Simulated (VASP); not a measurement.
NbCd3:

```
CELL_PARAMETERS angstrom
4.21500 0.00000 0.00000
0.00000 4.21500 0.00000
0.00000 0.00000 4.21500
ATOMIC_POSITIONS crystal
Nb 0.00000 0.00000 0.00000
Cd 0.00000 0.50000 0.50000
Cd 0.50000 0.00000 0.50000
Cd 0.50000 0.50000 0.00000
```

| Quantity | Value |
| --- | --- |
| Program | VASP 6.6.1 |
| Task | relaxation of cell and atoms |
| Functional | PBE |
| Potentials or basis | VASP PAW PBE potentials, release 64 (Nb_sv, Cd) |
| Cutoff | 600 eV |
| k mesh | 8 × 8 × 8 |
| Occupations | gaussian, width 0.1 eV |
| Spin | no spin polarisation |

At the start: pressure 7.6 GPa; volume 18.72 Å³/atom.

Task: Where does the relaxation end?

Result: Over 3 steps the energy falls by 29.4 meV/atom and the volume is 20.06 Å³/atom (+7.1 %); space group Pm-3m (No. 221, to 0.05 Å).

Step by step:
| step | energy change (eV) | largest force (eV/Å) | pressure (GPa) | volume (Å³) |
| --- | --- | --- | --- | --- |
| 1 | 0.0000 | 0.0000 | 7.64 | 74.88 |
| 2 | -0.0433 | 0.0000 | -4.72 | 84.98 |
| 3 | -0.1178 | 0.0000 | -0.04 | 80.22 |

Final structure:
```yaml
crystal:
  lattice:
    - [4.31284, 0.00000, 0.00000]
    - [0.00000, 4.31284, 0.00000]
    - [0.00000, 0.00000, 4.31284]
  atoms:
    - { symbol: Nb, position: [0.00000, 0.00000, 0.00000] }
    - { symbol: Cd, position: [0.00000, 0.50000, 0.50000] }
    - { symbol: Cd, position: [0.50000, 0.00000, 0.50000] }
    - { symbol: Cd, position: [0.50000, 0.50000, 0.00000] }
```
